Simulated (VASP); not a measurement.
# BeTe (Fm-3m) in VASP: a series of runs, part 2 of 2

VASP 6.6.1. Earlier steps stand in the parts before.

## (3) Single point, PBE-based global hybrid

Input file POSCAR:

```
BeTe
1.0
    0.0000000000      2.6832298771      2.6832298771
    2.6832298771      0.0000000000      2.6832298771
    2.6832298771      2.6832298771      0.0000000000
Be Te
1 1
Direct
    0.0000000000      0.0000000000      0.0000000000
    0.5000000000      0.5000000000      0.5000000000
```

Input file INCAR.step1:

```
PREC = Accurate ; ENCUT = 520
EDIFF = 1E-5 ; ISMEAR = -1
SIGMA = 0.02 ; LREAL = False
LASPH = True ; NELM = 120
ALGO = Normal ; ISIF = 2
LWAVE = True ; LCHARG = False
GGA = PE ; NBANDS = 11
GGA_COMPAT = False
```

Input file INCAR.step2:

```
PREC = Accurate ; ENCUT = 520
EDIFF = 1E-6 ; ISMEAR = -1
SIGMA = 0.02 ; LREAL = False
LASPH = True ; NELM = 120
ALGO = Normal ; ISIF = 2
LWAVE = False ; LCHARG = False
GGA = PE ; LHFCALC = True
AEXX = 1.0 ; PRECFOCK = Normal
ISTART = 1 ; NBANDS = 11
ALDAC = 1.0 ; AGGAC = 1.0
GGA_COMPAT = False
```

Input file KPOINTS:

```
Automatic mesh
0
Gamma
  4 4 4
```

Potentials or basis: VASP PAW PBE potentials, release 64 (Be, Te).

Started as:

```bash
$ cat potpaw_PBE.64/Be/POTCAR potpaw_PBE.64/Te/POTCAR > POTCAR
$ cp INCAR.step1 INCAR
$ mpirun -np 1 vasp_std > vasp.out
$ cp INCAR.step2 INCAR
$ mpirun -np 1 vasp_std > vasp.out
```

OUTCAR:

```text
PREC = Accurate
   ENCUT = 520
   EDIFF = 1E-6
   ISMEAR = -1
   LREAL = False
   LASPH = True
   NELM = 120
   ISIF = 2
   GGA = PE
   LHFCALC = True
   AEXX = 1.0
   PRECFOCK = Normal
   ISTART = 1

 ion  position               nearest neighbor table
   1  0.000  0.000  0.000-   2 2.68   2 2.68   2 2.68   2 2.68   2 2.68   2 2.68
   2  0.500  0.500  0.500-   1 2.68   1 2.68   1 2.68   1 2.68   1 2.68   1 2.68

  LATTYP: Found a face centered cubic cell.
 ALAT       =     5.3664597542

  Lattice vectors:

 A1 = (   0.0000000000,   2.6832298771,   2.6832298771)
 A2 = (   2.6832298771,   0.0000000000,   2.6832298771)
 A3 = (   2.6832298771,   2.6832298771,   0.0000000000)

Analysis of symmetry for initial positions (statically):
=====================================================================
 Subroutine PRICEL returns:
 Original cell was already a primitive cell.

 Routine SETGRP: Setting up the symmetry group for a
 face centered cubic supercell.

 Subroutine GETGRP returns: Found 48 space group operations
 (whereof 48 operations were pure point group operations)
 out of a pool of 48 trial point group operations.

The static configuration has the point symmetry O_h .

Analysis of symmetry for dynamics (positions and initial velocities):
=====================================================================
 Subroutine PRICEL returns:
 Original cell was already a primitive cell.

 Routine SETGRP: Setting up the symmetry group for a
 face centered cubic supercell.

 Subroutine GETGRP returns: Found 48 space group operations
 (whereof 48 operations were pure point group operations)
 out of a pool of 48 trial point group operations.

The dynamic configuration has the point symmetry O_h .

 Subroutine INISYM returns: Found 48 space group operations
 (whereof 48 operations are pure point group operations),
 and found     1 'primitive' translations

----------------------------------------------------------------------------------------

                                     Primitive cell

  volume of cell :      38.6370

  direct lattice vectors                    reciprocal lattice vectors
     0.000000000  2.683229877  2.683229877    -0.186342588  0.186342588  0.186342588
     2.683229877  0.000000000  2.683229877     0.186342588 -0.186342588  0.186342588
     2.683229877  2.683229877  0.000000000     0.186342588  0.186342588 -0.186342588

  length of vectors
     3.794660083  3.794660083  3.794660083     0.322754830  0.322754830  0.322754830

  position of ions in fractional coordinates (direct lattice)
     0.000000000  0.000000000  0.000000000
     0.500000000  0.500000000  0.500000000

  ion indices of the primitive-cell ions
   primitive index   ion index
                 1           1
                 2           2

----------------------------------------------------------------------------------------

 KPOINTS: Automatic mesh

[... 31 lines left out ...]
 -0.250000  0.500000  0.250000      6.000000
   k-points           NKPTS =      8   k-points in BZ     NKDIM =     64   number of bands    NBANDS=     11
   number of dos      NEDOS =    301   number of ions     NIONS =      2
   total plane-waves  NPLWV =  21952
   dimension x,y,z NGX =    28 NGY =   28 NGZ =   28
   dimension x,y,z NGXF=    56 NGYF=   56 NGZF=   56
   ions per type =               1   1
   NGX,Y,Z   is equivalent  to a cutoff of  12.27, 12.27, 12.27 a.u.
   NGXF,Y,Z  is equivalent  to a cutoff of  24.53, 24.53, 24.53 a.u.
 SYSTEM =  unknown system
   PREC   = accura    normal or accurate (medium, high low for compatibility)
   ISTART =      1    job   : 0-new  1-cont  2-samecut
   ICHARG =      0    charge: 1-file 2-atom 10-const
   ISPIN  =      1    spin polarized calculation?
   LNONCOLLINEAR =      F non collinear calculations
   LSORBIT =      F    spin-orbit coupling
   LASPH  =      T    aspherical Exc in radial PAW
   ENCUT  =  520.0 eV  38.22 Ry    6.18 a.u.   7.06  7.06  7.06*2*pi/ulx,y,z
   NELM   =    120;   NELMIN=  2; NELMDL=  0     # of ELM steps
   EDIFF  = 0.1E-05   stopping-criterion for ELM
   LREAL  =      F    real-space projection
   EDIFFG = 0.1E-04   stopping-criterion for IOM
   NSW    =      0    number of steps for IOM
   IBRION =     -1    ionic relax: 0-MD 1-quasi-New 2-CG
   NFREE  =      0    steps in history (QN), initial steepest desc. (CG)
   ISIF   =      2    stress and relaxation
   ISYM   =      3    0-nonsym 1-usesym 2-fastsym
   POTIM  = 0.5000    time-step for ionic-motion
   TEBEG  =    0.0;   TEEND  =   0.0 temperature during run
   PSTRESS=    0.0 pullay stress
   NELECT =       8.0000    total number of electrons
   NUPDOWN=      -1.0000    fix difference up-down
   EMIN   =  10.00;   EMAX   =-10.00  energy-range for DOS
   EFERMI =   0.00;   METHOD = LEGACY
   ISMEAR =    -1;   SIGMA  =   0.02  broadening in eV -4-tet -1-fermi 0-gaus
   EFERMI_NEDOS =   21; number of points for ismear=-14 and -15
   IALGO  =     38    algorithm
   IMIX   =      1    mixing-type and parameters
     AMIX     =   0.40;   BMIX     =  1.00
     AMIX_MAG =   1.60;   BMIX_MAG =  1.00
  volume/ion in A,a.u.               =      19.32       130.37
  Fermi-wavevector in a.u.,A,eV,Ry     =   0.968509  1.830216 12.762394  0.938009
  Thomas-Fermi vector in A             =   2.098484
   LORBIT       =      0    0 simple, 1 ext, 2 COOP (PROOUT), +10 PAW based schemes
   GGA     = PE    functional components
   LHFCALC =     T    Hartree Fock is set to
   PRECFOCK=normal    Normal, Fast or Accurate (Low or Medium for compatibility)
   ENCUT4O =  -1.0   cutoff for four orbital integrals eV
   NKREDX  =     1    reduce k-point grid by
   NKREDY  =     1    reduce k-point grid by
   NKREDZ  =     1    reduce k-point grid by
   AEXX    =    1.0000 exact exchange contribution
   HFSCREEN=    0.0000 screening length (either q_TF or 0.3 A-1)
   HFSCREENC=   0.0000 screening length for correlation (either q_TF or 0.3 A-1)
   ENCUTFOCK=  -1.0 apply spherical cutoff to Coloumb kernel
   IVDW    =     0    specifies the selected vdW correction
   LEPSILON=     F    determine dielectric tensor
   LRPA    =     F    only Hartree local field effects (RPA)
 non-spin polarized calculation
  energy-cutoff  :      520.00
  volume of cell :       38.64
 maximum number of plane-waves:      1056
  NGX = 24; NGY = 24; NGZ = 24

 number of electron       8.0000000 magnetization

 Free energy of the ion-electron system (eV)
  ---------------------------------------------------
  ext. energy  EPLUGINS =         0.00000000
  ---------------------------------------------------
  free energy    TOTEN  =       -15.34100021 eV

  energy without entropy =      -15.34100021  energy(sigma->0) =      -15.34100021

 E-fermi :   3.9533     XC(G=0):  -1.6192

 val. band max:        3.4315274588   @ k =   0.0000   0.0000   0.0000
 cond. band min:       7.8309622862   @ k =   0.5000   0.5000   0.0000
 fundamental gap:      4.3994348274
 Fermi energy:         3.9533140243

 k-point     1 :       0.0000    0.0000    0.0000
  band No.  band energies     occupation
      1     -14.2877      2.00000
      2       3.4315      2.00000
      3       3.4315      2.00000
      4       3.4315      2.00000
      5      11.3922      0.00000
      6      17.2344      0.00000
      7      17.2344      0.00000
      8      17.2344      0.00000
      9      17.8744      0.00000
     10      17.8744      0.00000
     11      17.8744      0.00000
[... 85 lines left out ...]
 k-point     8 :      -0.2500    0.5000    0.2500
  band No.  band energies     occupation
      1     -10.1297      2.00000
      2      -2.9810      2.00000
      3      -2.9810      2.00000
      4      -1.6124      2.00000
      5      13.2386      0.00000
      6      13.3982      0.00000
      7      18.0627      0.00000
      8      18.0627      0.00000
      9      21.0867      0.00000
     10      22.3199      0.00000
     11      22.3199      0.00000

------------------------ aborting loop because EDIFF is reached ----------------------------------------

  FORCE on cell =-STRESS in cart. coord.  units (eV):
  Direction    XX          YY          ZZ          XY          YZ          ZX
  --------------------------------------------------------------------------------------
  -------------------------------------------------------------------------------------
  Total       -1.5362105     -1.5362105     -1.5362105     -0.0000000     -0.0000000      0.0000000
  in kB      -63.7026762    -63.7026762    -63.7026762     -0.0000000     -0.0000000      0.0000000
  external PRESSURE =     -63.7026762 kB  Pullay stress =       0.0000000 kB

 VOLUME and BASIS-vectors are now :
 -----------------------------------------------------------------------------
  energy-cutoff  :      520.00
  volume of cell :       38.64
      direct lattice vectors                 reciprocal lattice vectors
     0.000000000  2.683229877  2.683229877    -0.186342588  0.186342588  0.186342588
     2.683229877  0.000000000  2.683229877     0.186342588 -0.186342588  0.186342588
     2.683229877  2.683229877  0.000000000     0.186342588  0.186342588 -0.186342588

 POSITION                                       TOTAL-FORCE (eV/Angst)
 -----------------------------------------------------------------------------------
      0.00000      0.00000      0.00000         0.000000      0.000000      0.000000
      2.68323      2.68323      2.68323        -0.000000     -0.000000     -0.000000
 -----------------------------------------------------------------------------------
    total drift:                                0.000000      0.000000      0.000000

  FREE ENERGIE OF THE ION-ELECTRON SYSTEM (eV)
  ---------------------------------------------------
  free  energy   TOTEN  =       -15.3410002054 eV

  energy  without entropy=      -15.3410002054  energy(sigma->0) =      -15.34100021
```

It took 3.9 min on 1 thread of Intel Xeon 6975P-C, shared host; peak memory 0.18 GiB.

What came out:

| Quantity | Value |
| --- | --- |
| Free energy | -15.3410 eV |
| Pressure | -6.4 GPa |
| Band gap on the k mesh | 4.40 eV, indirect (least direct gap 7.96 eV) |

Levels at points of the mesh, in eV from the valence-band top:
```csv
k point,band 2,band 3,band 4,band 5,band 6,band 7
"(0.00, 0.00, 0.00)",0.00,0.00,0.00,7.96,13.80,13.80
"(0.50, 0.00, 0.00)",-9.26,-0.11,-0.11,8.47,8.78,8.78
"(0.50, 0.50, 0.00)",-8.09,-3.82,-3.82,4.40,9.31,17.09
```

Caveat: the k points lie up to 0.51 Å⁻¹ apart; the PAW data sets were made with another functional, which shifts forces and pressure a little; spin-orbit coupling is left out, which moves the levels of the heavy elements. A k mesh can miss the band edges.

## (4) Single point, HSE06

POSCAR is that of step 3.

Input file INCAR.step1:

```
SYSTEM = BeTe
  ALGO = Normal
  EDIFF = 1E-5
  ENCUT = 520
  GGA = PE
  GGA_COMPAT = .FALSE.
  ISIF = 2
  ISMEAR = -1
  LASPH = .TRUE.
  LREAL = .FALSE.
  LWAVE = .TRUE.
  NBANDS = 11
  NELM = 120
  PREC = Accurate
  SIGMA = 0.02
```

Input file INCAR.step2:

```
SYSTEM = BeTe
  ALGO = Normal
  EDIFF = 1E-6
  ENCUT = 520
  GGA = PE
  GGA_COMPAT = .FALSE.
  HFSCREEN = 0.2079
  ISIF = 2
  ISMEAR = -1
  ISTART = 1
  LASPH = .TRUE.
  LCHARG = .TRUE.
  LELF = .TRUE.
  LHFCALC = .TRUE.
  LREAL = .FALSE.
  LVHAR = .TRUE.
  LWAVE = .FALSE.
  NBANDS = 11
  NELM = 120
  PREC = Accurate
  PRECFOCK = Normal
  SIGMA = 0.02
```

Input file KPOINTS:

```
k-points
0
G
  5 5 5
  0 0 0
```

Potentials or basis: VASP PAW PBE potentials, release 64 (Be, Te).

Started as:

```bash
$ cat potpaw_PBE.64/Be/POTCAR potpaw_PBE.64/Te/POTCAR > POTCAR
$ cp INCAR.step1 INCAR
$ mpirun -np 1 vasp_std > vasp.out
$ cp INCAR.step2 INCAR
$ mpirun -np 1 vasp_std > vasp.out
```

OUTCAR:

```text
SYSTEM = BeTe
   EDIFF = 1E-6
   ENCUT = 520
   GGA = PE
   HFSCREEN = 0.2079
   ISIF = 2
   ISMEAR = -1
   ISTART = 1
   LASPH = .TRUE.
   LHFCALC = .TRUE.
   LREAL = .FALSE.
   NELM = 120
   PREC = Accurate
   PRECFOCK = Normal

 ion  position               nearest neighbor table
   1  0.000  0.000  0.000-   2 2.68   2 2.68   2 2.68   2 2.68   2 2.68   2 2.68
   2  0.500  0.500  0.500-   1 2.68   1 2.68   1 2.68   1 2.68   1 2.68   1 2.68

  LATTYP: Found a face centered cubic cell.
 ALAT       =     5.3664597542

  Lattice vectors:

 A1 = (   0.0000000000,   2.6832298771,   2.6832298771)
 A2 = (   2.6832298771,   0.0000000000,   2.6832298771)
 A3 = (   2.6832298771,   2.6832298771,   0.0000000000)

Analysis of symmetry for initial positions (statically):
=====================================================================
 Subroutine PRICEL returns:
 Original cell was already a primitive cell.

 Routine SETGRP: Setting up the symmetry group for a
 face centered cubic supercell.

 Subroutine GETGRP returns: Found 48 space group operations
 (whereof 48 operations were pure point group operations)
 out of a pool of 48 trial point group operations.

The static configuration has the point symmetry O_h .

Analysis of symmetry for dynamics (positions and initial velocities):
=====================================================================
 Subroutine PRICEL returns:
 Original cell was already a primitive cell.

 Routine SETGRP: Setting up the symmetry group for a
 face centered cubic supercell.

 Subroutine GETGRP returns: Found 48 space group operations
 (whereof 48 operations were pure point group operations)
 out of a pool of 48 trial point group operations.

The dynamic configuration has the point symmetry O_h .

 Subroutine INISYM returns: Found 48 space group operations
 (whereof 48 operations are pure point group operations),
 and found     1 'primitive' translations
[... 111 lines left out ...]
   NKREDZ  =     1    reduce k-point grid by
   AEXX    =    0.2500 exact exchange contribution
   HFSCREEN=    0.2079 screening length (either q_TF or 0.3 A-1)
   HFSCREENC=   0.2079 screening length for correlation (either q_TF or 0.3 A-1)
   ENCUTFOCK=  -1.0 apply spherical cutoff to Coloumb kernel
   IVDW    =     0    specifies the selected vdW correction
   LEPSILON=     F    determine dielectric tensor
   LRPA    =     F    only Hartree local field effects (RPA)
 non-spin polarized calculation
  energy-cutoff  :      520.00
  volume of cell :       38.64
 maximum number of plane-waves:      1055
  NGX = 24; NGY = 24; NGZ = 24

 number of electron       8.0000000 magnetization

 Free energy of the ion-electron system (eV)
  ---------------------------------------------------
  ext. energy  EPLUGINS =         0.00000000
  ---------------------------------------------------
  free energy    TOTEN  =        -7.52600652 eV

  energy without entropy =       -7.52334484  energy(sigma->0) =       -7.52467568

 E-fermi :   7.0124     XC(G=0):  -8.2531

 val. band max:        7.0124146105   @ k =  -0.2000   0.2000   0.0000
 cond. band min:       7.5069178883   @ k =  -0.4000   0.4000   0.0000
 fundamental gap:      0.4945032778
 Fermi energy:         7.0124146105

 k-point     1 :       0.0000    0.0000    0.0000
  band No.  band energies     occupation
      1      -7.7627      2.00000
      2       6.5969      2.00000
      3       6.5969      2.00000
      4       6.5969      2.00000
      5      10.5311      0.00000
      6      14.2207      0.00000
      7      14.2207      0.00000
      8      14.2207      0.00000
      9      14.4871      0.00000
     10      14.4871      0.00000
     11      14.4871      0.00000
[... 113 lines left out ...]
 k-point    10 :      -0.4000    0.4000    0.2000
  band No.  band energies     occupation
      1      -4.9660      2.00000
      2       0.9422      2.00000
      3       2.2157      2.00000
      4       3.4127      2.00000
      5       9.7695      0.00000
      6      11.7505      0.00000
      7      13.8751      0.00000
      8      17.1257      0.00000
      9      17.2608      0.00000
     10      17.5557      0.00000
     11      21.5735      0.00000

------------------------ aborting loop because EDIFF is reached ----------------------------------------

  FORCE on cell =-STRESS in cart. coord.  units (eV):
  Direction    XX          YY          ZZ          XY          YZ          ZX
  --------------------------------------------------------------------------------------
  -------------------------------------------------------------------------------------
  Total       -0.2826736     -0.2826736     -0.2826736     -0.0000000      0.0000000     -0.0000000
  in kB      -11.7217440    -11.7217440    -11.7217440     -0.0000000      0.0000000     -0.0000000
  external PRESSURE =     -11.7217440 kB  Pullay stress =       0.0000000 kB

 VOLUME and BASIS-vectors are now :
 -----------------------------------------------------------------------------
  energy-cutoff  :      520.00
  volume of cell :       38.64
      direct lattice vectors                 reciprocal lattice vectors
     0.000000000  2.683229877  2.683229877    -0.186342588  0.186342588  0.186342588
     2.683229877  0.000000000  2.683229877     0.186342588 -0.186342588  0.186342588
     2.683229877  2.683229877  0.000000000     0.186342588  0.186342588 -0.186342588

 POSITION                                       TOTAL-FORCE (eV/Angst)
 -----------------------------------------------------------------------------------
      0.00000      0.00000      0.00000         0.000000      0.000000      0.000000
      2.68323      2.68323      2.68323        -0.000000     -0.000000     -0.000000
 -----------------------------------------------------------------------------------
    total drift:                               -0.000004      0.000000      0.000000

  FREE ENERGIE OF THE ION-ELECTRON SYSTEM (eV)
  ---------------------------------------------------
  free  energy   TOTEN  =        -7.5260065238 eV

  energy  without entropy=       -7.5233448386  energy(sigma->0) =       -7.52467568
```

OUTCAR.step1:

```text
SYSTEM = BeTe
   EDIFF = 1E-5
   ENCUT = 520
   GGA = PE
   ISIF = 2
   ISMEAR = -1
   LASPH = .TRUE.
[... 343 lines left out ...]
      0.00000      0.00000      0.00000         0.000000      0.000000     -0.000000
      2.68323      2.68323      2.68323        -0.000000     -0.000000      0.000000
 -----------------------------------------------------------------------------------
    total drift:                                0.000000      0.000000      0.000000

  FREE ENERGIE OF THE ION-ELECTRON SYSTEM (eV)
  ---------------------------------------------------
  free  energy   TOTEN  =        -6.5410567904 eV

  energy  without entropy=       -6.5383433792  energy(sigma->0) =       -6.53970008
```

OSZICAR.step1:

```text
N       E                     dE             d eps       ncg     rms          rms(c)
DAV:   1     0.203854303948E+02    0.20385E+02   -0.33452E+03   220   0.595E+02
DAV:   2    -0.542667413839E+01   -0.25812E+02   -0.25181E+02   290   0.924E+01
DAV:   3    -0.652256798085E+01   -0.10959E+01   -0.10212E+01   290   0.200E+01
DAV:   4    -0.653561480518E+01   -0.13047E-01   -0.13041E-01   264   0.229E+00
DAV:   5    -0.653577997735E+01   -0.16517E-03   -0.16517E-03   272   0.296E-01    0.489E+00
DAV:   6    -0.653770625734E+01   -0.19263E-02   -0.19478E-03   264   0.291E-01    0.299E+00
DAV:   7    -0.654094776647E+01   -0.32415E-02   -0.48747E-03   232   0.479E-01    0.764E-02
DAV:   8    -0.654103316591E+01   -0.85399E-04   -0.86562E-05   262   0.548E-02    0.317E-02
DAV:   9    -0.654105672951E+01   -0.23564E-04   -0.24602E-05   241   0.326E-02    0.916E-03
DAV:  10    -0.654105679039E+01   -0.60883E-07   -0.12610E-06   134   0.586E-03
   1 F= -.65410568E+01 E0= -.65397001E+01  d E =-.271341E-02
```

Run time: 5.5 min. Hardware: 1 thread of Intel Xeon 6975P-C, shared host; peak memory 0.28 GiB.

What came out:

| Property | Result |
| --- | --- |
| Free energy | -7.5260 eV |
| Pressure | -1.2 GPa |
| Band gap on the k mesh | zero (band 4 reaches 7.01 eV, above the bottom of band 5 at 6.50 eV) |

Caveat: the k points lie up to 0.41 Å⁻¹ apart; the PAW data sets were made with another functional, which shifts forces and pressure a little; spin-orbit coupling is left out, which moves the levels of the heavy elements.

## (5) The runs side by side

| level | k mesh | share of exact exchange | screening parameter | gap on the mesh (eV) | pressure (GPa) |
| --- | --- | --- | --- | --- | --- |
| PBE-based screened hybrid | 4 × 4 × 4 | 0.1 | 0.5 1/Å | none | 0.8 |
| PBE-based global hybrid | 4 × 4 × 4 | 1 | - | 4.40 | -6.4 |
| HSE06 | 5 × 5 × 5 | - | 0.2079 1/Å | none | -1.2 |

Alike in all rows: task single point; potentials or basis VASP PAW PBE potentials, release 64 (Be, Te); no spin polarisation; cell as given; cutoff (eV) 520; smearing fermi-dirac 0.02 eV.

Caveats: all runs use coarse meshes; the PAW data sets were made with another functional, which shifts forces and pressure a little; spin-orbit coupling is left out, which moves the levels of the heavy elements.

Total energies depend on the potentials used, so only differences within one code and one set of settings carry meaning.
